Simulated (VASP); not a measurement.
# BeTe (F-43m) in VASP: a series of runs

The runs below take BeTe through vibrations by perturbation theory, with PBEsol.

Everything below comes from runs of VASP 6.6.1. Logs are shortened: lines on timing, memory, paths and dates and some standing lists are left out, and cuts for length are marked.

### Step 1. The cell of the first run

It takes space group F-43m (No. 216, cubic). Conventional cell: a = 5.577 Å, b = 5.577 Å, c = 5.577 Å, α = 90.00°, β = 90.00°, γ = 90.00°. Be (site symmetry -43m) has 4 Te at 2.42 Å within 3.2 Å. Within 3.2 Å of Te (site symmetry -43m) lie 4 Be at 2.42 Å.

### Step 2. Vibrations by perturbation theory, PBEsol (volume scaled by 0.985)

File INCAR:

```
PREC     = Accurate       # precision mode
ENCUT    = 520            # plane-wave cutoff, eV
EDIFF    = 1E-8           # SCF threshold, eV
ISMEAR   = 0              # smearing method
SIGMA    = 0.01           # smearing width, eV
LREAL    = F              # projectors in reciprocal space
LASPH    = T              # aspherical terms in the spheres
NELM     = 60             # most SCF steps
ALGO     = Normal         # electronic algorithm
ISIF     = 2              # what is computed and relaxed
LWAVE    = F              # write WAVECAR
LCHARG   = T              # write CHGCAR
GGA      = PS             # functional
IBRION   = 8              # ionic algorithm
NSW      = 1              # ionic steps
```

File KPOINTS:

```
regular mesh
0
Gamma
  6 6 6
```

File POSCAR:

```
BeTe
1.0
    0.0000000000      2.7887011776      2.7887011776
    2.7887011776      0.0000000000      2.7887011776
    2.7887011776      2.7887011776      0.0000000000
Be Te
1 1
Direct
    0.0000000000      0.0000000000      0.0000000000
    0.7500000000      0.7500000000      0.7500000000
```

Potentials or basis: VASP PAW PBE potentials, release 64 (Be, Te).

The run is started by

```bash
cat potpaw_PBE.64/Be/POTCAR potpaw_PBE.64/Te/POTCAR > POTCAR
mpirun -np 1 vasp_std > vasp.out
```

OUTCAR:

```text
PREC = Accurate
   ENCUT = 520
   EDIFF = 1E-8
   ISMEAR = 0
   LREAL = F
   LASPH = T
   NELM = 60
   ISIF = 2
   GGA = PS
   IBRION = 8
   NSW = 1

 ion  position               nearest neighbor table
   1  0.000  0.000  0.000-   2 2.42   2 2.42   2 2.42   2 2.42
   2  0.750  0.750  0.750-   1 2.42   1 2.42   1 2.42   1 2.42

  LATTYP: Found a face centered cubic cell.
 ALAT       =     5.5774023552

  Lattice vectors:

 A1 = (   0.0000000000,   2.7887011776,   2.7887011776)
 A2 = (   2.7887011776,   0.0000000000,   2.7887011776)
 A3 = (   2.7887011776,   2.7887011776,   0.0000000000)

Analysis of symmetry for initial positions (statically):
=====================================================================
 Subroutine PRICEL returns:
 Original cell was already a primitive cell.

 Routine SETGRP: Setting up the symmetry group for a
 face centered cubic supercell.

 Subroutine GETGRP returns: Found 24 space group operations
 (whereof 24 operations were pure point group operations)
 out of a pool of 48 trial point group operations.

The static configuration has the point symmetry T_d .

Analysis of symmetry for dynamics (positions and initial velocities):
=====================================================================
 Subroutine PRICEL returns:
 Original cell was already a primitive cell.

 Routine SETGRP: Setting up the symmetry group for a
 face centered cubic supercell.

 Subroutine GETGRP returns: Found 24 space group operations
 (whereof 24 operations were pure point group operations)
 out of a pool of 48 trial point group operations.

The dynamic configuration has the point symmetry T_d .

 Subroutine INISYM returns: Found 24 space group operations
 (whereof 24 operations are pure point group operations),
 and found     1 'primitive' translations

----------------------------------------------------------------------------------------

                                     Primitive cell

  volume of cell :      43.3746

  direct lattice vectors                    reciprocal lattice vectors
     0.000000000  2.788701178  2.788701178    -0.179294936  0.179294936  0.179294936
     2.788701178  0.000000000  2.788701178     0.179294936 -0.179294936  0.179294936
     2.788701178  2.788701178  0.000000000     0.179294936  0.179294936 -0.179294936

  length of vectors
     3.943819027  3.943819027  3.943819027     0.310547939  0.310547939  0.310547939

  position of ions in fractional coordinates (direct lattice)
     0.000000000  0.000000000  0.000000000
     0.750000000  0.750000000  0.750000000

  ion indices of the primitive-cell ions
   primitive index   ion index
                 1           1
                 2           2

----------------------------------------------------------------------------------------

 KPOINTS: regular mesh

Automatic generation of k-mesh.
 Grid dimensions read from file:
 generate k-points for:    6    6    6

 Generating k-lattice:

  Cartesian coordinates                     Fractional coordinates (reciprocal lattice)
    -0.029882489  0.029882489  0.029882489     0.166666667  0.000000000  0.000000000
     0.029882489 -0.029882489  0.029882489     0.000000000  0.166666667  0.000000000
     0.029882489  0.029882489 -0.029882489     0.000000000  0.000000000  0.166666667

  Length of vectors
     0.051757990  0.051757990  0.051757990

  Shift w.r.t. Gamma in fractional coordinates (k-lattice)
     0.000000000  0.000000000  0.000000000

 Subroutine IBZKPT returns following result:
 ===========================================
[... 68 lines left out ...]
   LEPSILON=     F    determine dielectric tensor
   LRPA    =     F    only Hartree local field effects (RPA)
 non-spin polarized calculation
 Gauss-broadening in eV      SIGMA  =   0.01
  energy-cutoff  :      520.00
  volume of cell :       43.37
 maximum number of plane-waves:      1211
 NGX is ok and might be reduce to    30
   NGX = 15   NGY = 15   NGZ = 15

--------------------------------------- Ionic step        1  -------------------------------------------

 number of electron       7.9999999 magnetization

 Free energy of the ion-electron system (eV)
  ---------------------------------------------------
  ext. energy  EPLUGINS =         0.00000000
  ---------------------------------------------------
  free energy    TOTEN  =        -8.20649575 eV

  energy without entropy =       -8.20649575  energy(sigma->0) =       -8.20649575

 E-fermi :   5.4365     XC(G=0):  -9.3160

 val. band max:        5.3374749245   @ k =   0.0000   0.0000   0.0000
 cond. band min:       7.1165793813   @ k =   0.5000   0.5000   0.0000
 fundamental gap:      1.7791044568
 Fermi energy:         5.4365117791

 k-point     1 :       0.0000    0.0000    0.0000
  band No.  band energies     occupation
      1      -7.1918      2.00000
      2       5.3375      2.00000
      3       5.3375      2.00000
      4       5.3375      2.00000
      5       8.9094      0.00000
      6       8.9094      0.00000
      7       8.9094      0.00000
      8       9.2823      0.00000
[... 155 lines left out ...]
 k-point    16 :      -0.3333    0.5000    0.1667
  band No.  band energies     occupation
      1      -5.2175      2.00000
      2       0.4040      2.00000
      3       1.7844      2.00000
      4       2.0840      2.00000
      5       8.9397      0.00000
      6       9.5560      0.00000
      7      12.7196      0.00000
      8      13.0427      0.00000

------------------------ aborting loop because EDIFF is reached ----------------------------------------

  FORCE on cell =-STRESS in cart. coord.  units (eV):
  Direction    XX          YY          ZZ          XY          YZ          ZX
  --------------------------------------------------------------------------------------
  -------------------------------------------------------------------------------------
  Total        0.3305440      0.3305440      0.3305440      0.0000000      0.0000000      0.0000000
  in kB       12.2096703     12.2096703     12.2096703      0.0000000      0.0000000      0.0000000
  external PRESSURE =      12.2096703 kB  Pullay stress =       0.0000000 kB

 VOLUME and BASIS-vectors are now :
 -----------------------------------------------------------------------------
  energy-cutoff  :      520.00
  volume of cell :       43.37
      direct lattice vectors                 reciprocal lattice vectors
     0.000000000  2.788701178  2.788701178    -0.179294936  0.179294936  0.179294936
     2.788701178  0.000000000  2.788701178     0.179294936 -0.179294936  0.179294936
     2.788701178  2.788701178  0.000000000     0.179294936  0.179294936 -0.179294936

 POSITION                                       TOTAL-FORCE (eV/Angst)
 -----------------------------------------------------------------------------------
      0.00000      0.00000      0.00000         0.000000     -0.000000     -0.000000
      4.18305      4.18305      4.18305        -0.000000      0.000000      0.000000
 -----------------------------------------------------------------------------------
    total drift:                               -0.000000     -0.000000     -0.000000

  FREE ENERGIE OF THE ION-ELECTRON SYSTEM (eV)
  ---------------------------------------------------
  free  energy   TOTEN  =        -8.2064957538 eV

  energy  without entropy=       -8.2064957538  energy(sigma->0) =       -8.20649575

[... ionic steps 2 to 3 ...]

--------------------------------------- Ionic step        4  -------------------------------------------

------------------------ aborting loop because EDIFF is reached ----------------------------------------

[... ionic steps 5 to 6 ...]

--------------------------------------- Ionic step        7  -------------------------------------------

 Free energy of the ion-electron system (eV)
  ---------------------------------------------------
  ---------------------------------------------------
  free energy    TOTEN  =        -0.04461691 eV

  energy without entropy =       -0.04461691

------------------------ aborting loop because EDIFF is reached ----------------------------------------

 INTERNAL STRAIN TENSOR  FOR ION    2  DIRECTION 1   (eV/Angst):
 -----------------------------------------------------------------------------
    -0.01657  0.00000  0.00000
     0.00000  0.01313  5.20171
     0.00000  5.20171  0.01313

 INTERNAL STRAIN TENSOR FOR ION    2 for displacements in x,y,z  (eV/Angst):
          X           Y           Z          XY          YZ          ZX
  --------------------------------------------------------------------------------
  x     0.00000    -0.00000    -0.00000     0.00000     5.20171     0.00000
  y    -0.00000     0.00000    -0.00000     0.00000     0.00000     5.20171
  z    -0.00000    -0.00000     0.00000     5.20171     0.00000     0.00000

 SECOND DERIVATIVES (NOT SYMMETRIZED)
 ------------------------------------
               1X          1Y          1Z          2X          2Y          2Z
  1X    -7.249747    0.000000    0.000000    7.249747    0.000000    0.000000
  1Y     0.000000   -7.249747    0.000000    0.000000    7.249747    0.000000
  1Z     0.000000    0.000000   -7.249747    0.000000    0.000000    7.249747
  2X     7.244884    0.000000    0.000000   -7.244884    0.000000    0.000000
  2Y     0.000000    7.244884    0.000000    0.000000   -7.244884    0.000000
  2Z     0.000000    0.000000    7.244884    0.000000    0.000000   -7.244884

 Eigenvectors and eigenvalues of the dynamical matrix
 ----------------------------------------------------

   1 f  =   14.507365 THz    91.152461 2PiTHz  483.913598 cm-1    59.997613 meV
             X         Y         Z           dx          dy          dz
      0.000000  0.000000  0.000000     0.966471    0.000000    0.000000
      4.183052  4.183052  4.183052    -0.256775    0.000000    0.000000
[... 21 lines left out ...]
   6 f/i=    0.001208 THz     0.007588 2PiTHz    0.040285 cm-1     0.004995 meV
             X         Y         Z           dx          dy          dz
      0.000000  0.000000  0.000000    -0.017949    0.180037    0.182203
      4.183052  4.183052  4.183052    -0.067557    0.677637    0.685792

--------------------------------------------------------------------------------------------------------

 ELASTIC MODULI CONTR FROM IONIC RELAXATION (kBar)
 Direction    XX          YY          ZZ          XY          YZ          ZX
 --------------------------------------------------------------------------------
 XX          -0.0000     -0.0000      0.0000      0.0000     -0.0000      0.0000
 YY          -0.0000     -0.0000      0.0000      0.0000      0.0000     -0.0000
 ZZ           0.0000      0.0000     -0.0000     -0.0000      0.0000      0.0000
 XY           0.0000      0.0000     -0.0000   -144.5677      0.0000      0.0000
 YZ          -0.0000      0.0000      0.0000      0.0000   -144.5677      0.0000
 ZX           0.0000     -0.0000      0.0000      0.0000      0.0000   -144.5677
 --------------------------------------------------------------------------------
```

It took 1.8 min on 1 thread of AMD EPYC 7R13, shared host; peak memory 0.18 GiB.

Results:

* Highest phonon frequency at Γ, LO-TO splitting left out: 484 cm⁻¹

Phonon frequencies in cm⁻¹ (negative: imaginary):
```tsv
q point	frequencies
(0.000, 0.000, 0.000)	0 0 0 484 484 484
```

Caveat: the cell differs from its parent crystal (volume scaled by 0.985); the cell wasn't relaxed at this level first, which shifts response properties; the PAW data sets were made with another functional, which shifts forces and pressure a little; spin-orbit coupling is left out, which moves the levels of the heavy elements.

### Step 3. Vibrations by perturbation theory, PBEsol

This run uses another cell than the first one, of 22.02 Å³/atom, 1.015 times its volume.

File INCAR:

```
PREC = Accurate ; ENCUT = 520
EDIFF = 1E-8 ; ISMEAR = 0
SIGMA = 0.01 ; LREAL = False
LASPH = True ; NELM = 60
ALGO = Normal ; ISIF = 2
LWAVE = False ; LCHARG = False
GGA = PS ; IBRION = 8
NSW = 1
```

KPOINTS is that of step 2.

File POSCAR:

```
BeTe
1.0
    0.0000000000      2.8027857658      2.8027857658
    2.8027857658      0.0000000000      2.8027857658
    2.8027857658      2.8027857658      0.0000000000
Be Te
1 1
Direct
    0.0000000000      0.0000000000      0.0000000000
    0.7500000000      0.7500000000      0.7500000000
```

Potentials or basis: VASP PAW PBE potentials, release 64 (Be, Te).

The run is started by

```bash
cat potpaw_PBE.64/Be/POTCAR potpaw_PBE.64/Te/POTCAR > POTCAR
mpirun -np 1 vasp_std > vasp.out
```

OUTCAR:

```text
PREC = Accurate
   ENCUT = 520
   EDIFF = 1E-8
   ISMEAR = 0
   LREAL = False
   LASPH = True
   NELM = 60
   ISIF = 2
   GGA = PS
   IBRION = 8
   NSW = 1

 ion  position               nearest neighbor table
   1  0.000  0.000  0.000-   2 2.43   2 2.43   2 2.43   2 2.43
   2  0.750  0.750  0.750-   1 2.43   1 2.43   1 2.43   1 2.43

  LATTYP: Found a face centered cubic cell.
 ALAT       =     5.6055715316

  Lattice vectors:

 A1 = (   0.0000000000,   2.8027857658,   2.8027857658)
 A2 = (   2.8027857658,   0.0000000000,   2.8027857658)
 A3 = (   2.8027857658,   2.8027857658,   0.0000000000)

Analysis of symmetry for initial positions (statically):
=====================================================================
 Subroutine PRICEL returns:
 Original cell was already a primitive cell.

 Routine SETGRP: Setting up the symmetry group for a
 face centered cubic supercell.
[... 394 lines left out ...]

 INTERNAL STRAIN TENSOR  FOR ION    2  DIRECTION 1   (eV/Angst):
 -----------------------------------------------------------------------------
    -0.01628  0.00000  0.00000
     0.00000  0.01293  4.77560
     0.00000  4.77560  0.01293

 INTERNAL STRAIN TENSOR FOR ION    2 for displacements in x,y,z  (eV/Angst):
          X           Y           Z          XY          YZ          ZX
  --------------------------------------------------------------------------------
  x     0.00000     0.00000     0.00000     0.00000     4.77560     0.00000
  y     0.00000     0.00000     0.00000     0.00000     0.00000     4.77560
  z     0.00000     0.00000     0.00000     4.77560     0.00000     0.00000

 SECOND DERIVATIVES (NOT SYMMETRIZED)
 ------------------------------------
               1X          1Y          1Z          2X          2Y          2Z
  1X    -6.959542    0.000000    0.000000    6.959542    0.000000    0.000000
  1Y     0.000000   -6.959542    0.000000    0.000000    6.959542    0.000000
  1Z     0.000000    0.000000   -6.959542    0.000000    0.000000    6.959542
  2X     6.957426    0.000000    0.000000   -6.957426    0.000000    0.000000
  2Y     0.000000    6.957426    0.000000    0.000000   -6.957426    0.000000
  2Z     0.000000    0.000000    6.957426    0.000000    0.000000   -6.957426

 Eigenvectors and eigenvalues of the dynamical matrix
 ----------------------------------------------------

   1 f  =   14.214209 THz    89.310509 2PiTHz  474.134976 cm-1    58.785218 meV
             X         Y         Z           dx          dy          dz
      0.000000  0.000000  0.000000     0.966460    0.000000    0.000000
      4.204179  4.204179  4.204179    -0.256819    0.000000    0.000000
[... 21 lines left out ...]
   6 f/i=    0.000536 THz     0.003371 2PiTHz    0.017896 cm-1     0.002219 meV
             X         Y         Z           dx          dy          dz
      0.000000  0.000000  0.000000     0.181598    0.000000    0.181598
      4.204179  4.204179  4.204179     0.683390    0.000000    0.683390

--------------------------------------------------------------------------------------------------------

 ELASTIC MODULI CONTR FROM IONIC RELAXATION (kBar)
 Direction    XX          YY          ZZ          XY          YZ          ZX
 --------------------------------------------------------------------------------
 XX          -0.0000     -0.0000     -0.0000     -0.0000      0.0000      0.0000
 YY          -0.0000     -0.0000     -0.0000     -0.0000     -0.0000      0.0000
 ZZ          -0.0000     -0.0000     -0.0000      0.0000     -0.0000      0.0000
 XY          -0.0000     -0.0000      0.0000   -125.4082     -0.0000      0.0000
 YZ           0.0000     -0.0000     -0.0000     -0.0000   -125.4082      0.0000
 ZX           0.0000      0.0000      0.0000      0.0000      0.0000   -125.4082
 --------------------------------------------------------------------------------
```

OSZICAR:

```text
N       E                     dE             d eps       ncg     rms          rms(c)
DAV:   1     0.187024962202E+02    0.18702E+02   -0.33460E+03   256   0.799E+02
DAV:   2    -0.771038792547E+01   -0.26413E+02   -0.25161E+02   352   0.992E+01
DAV:   3    -0.835210625617E+01   -0.64172E+00   -0.64172E+00   368   0.207E+01
DAV:   4    -0.835520981742E+01   -0.31036E-02   -0.31036E-02   360   0.156E+00
[... 38 lines left out ...]
RMM:   7    -0.447536375151E-01    0.88127E-06    0.67045E-07  1285   0.307E-04    0.140E-04
RMM:   8    -0.447542328867E-01   -0.59537E-06    0.41429E-09  1212   0.166E-04    0.459E-05
RMM:   9    -0.447539477331E-01    0.28515E-06    0.68573E-08  1300   0.404E-05    0.296E-05
RMM:  10    -0.447539633887E-01   -0.15656E-07   -0.29029E-09  1296   0.151E-05    0.458E-06
RMM:  11    -0.447539685589E-01   -0.51702E-08   -0.22947E-08  1254   0.242E-06    0.132E-06
 Linear response finished
```

stdout:

```text
POSCAR found type information on POSCAR BeTe
 POSCAR found :  2 types and       2 ions
 scaLAPACK will be used
 -----------------------------------------------------------------------------
|                                                                             |
|                                                                             |
|     You enforced a specific xc type in the INCAR file but a different       |
|     I HOPE YOU KNOW WHAT YOU ARE DOING!                                     |
|                                                                             |
 -----------------------------------------------------------------------------

 LDA part: xc-table for (Slater+PW92), standard interpolation
 POSCAR, INCAR and KPOINTS ok, starting setup
 FFT: planning ... GRIDC
 FFT: planning ... GRID_SOFT
 FFT: planning ... GRID
 WAVECAR not read
 entering main loop
 Linear response reoptimize wavefunctions to high precision
 Linear response DOF=           2
 Linear response progress:
 first order change of Fermi-energy   0.50069E-04
 force on displaced ion       1 direction 1 :  -6.960   0.000   0.000
 Linear response progress:
 first order change of Fermi-energy   0.24120E-03
 force on displaced ion       2 direction 1 :  -6.957  -0.000  -0.000
 Linear response finished
```

Run time: 2.3 min. Hardware: 1 thread of AMD EPYC 7R13, shared host; peak memory 0.18 GiB.

Results:

* Highest phonon frequency at Γ, LO-TO splitting left out: 474 cm⁻¹

Phonon frequencies in cm⁻¹ (negative: imaginary):
```
              q point        frequencies
(0.000, 0.000, 0.000)  0 0 0 474 474 474
```

Caveat: the PAW data sets were made with another functional, which shifts forces and pressure a little; spin-orbit coupling is left out, which moves the levels of the heavy elements.
